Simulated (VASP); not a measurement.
Wanted: the native input for a VASP 6.6.1 run.

```
Task                   : single point
Functional             : PBE
Potentials or basis    : VASP PAW PBE potentials, release 64 (Zr_sv, Zn, N)
Cutoff                 : 520 eV
k mesh                 : 6 × 6 × 6
Occupations            : gaussian, width 0.1 eV
Spin                   : no spin polarisation
Dipole correction      : no
Further INCAR settings : ALGO = Normal; EDIFF = 1e-07; NBANDS = 22
```

The structure of ZrZnN lies in POSCAR:

```
ZrZnN
1.0
    3.5645439100      0.0000000000      0.0000000000
   -1.7822719600      3.0869855800      0.0000000000
    0.0000000000      0.0000000000      3.5603747700
Zr Zn N
1 1 1
Direct
    0.0000000000      0.0000000000      0.5000000000
    0.3333333300      0.6666666700      0.0000000000
    0.6666666700      0.3333333300      0.5000000000
```

The input as run:

INCAR

```
SYSTEM = ZrZnN
  PREC = Accurate
  ENCUT = 520
  EDIFF = 1E-7
  ISMEAR = 0
  SIGMA = 0.1
  LREAL = .FALSE.
  LASPH = .TRUE.
  NELM = 60
  ALGO = Normal
  ISIF = 2
  LWAVE = .FALSE.
  LCHARG = .FALSE.
  GGA = PE
  NBANDS = 22
```

KPOINTS

```
Automatic mesh
0
G
  6 6 6
  0 0 0
```

Potentials or basis: VASP PAW PBE potentials, release 64 (Zr_sv, Zn, N).

Launch:

```sh
$ cat potpaw_PBE.64/Zr_sv/POTCAR potpaw_PBE.64/Zn/POTCAR potpaw_PBE.64/N/POTCAR > POTCAR
$ mpirun -np 1 vasp_std > vasp.out
```

It gave:

The pressure is 29.1 GPa.

It took 14 s on 1 thread of Intel(R) Xeon(R) 6975P-C (Granite Rapids), on a shared host, peak memory 0.17 GiB.
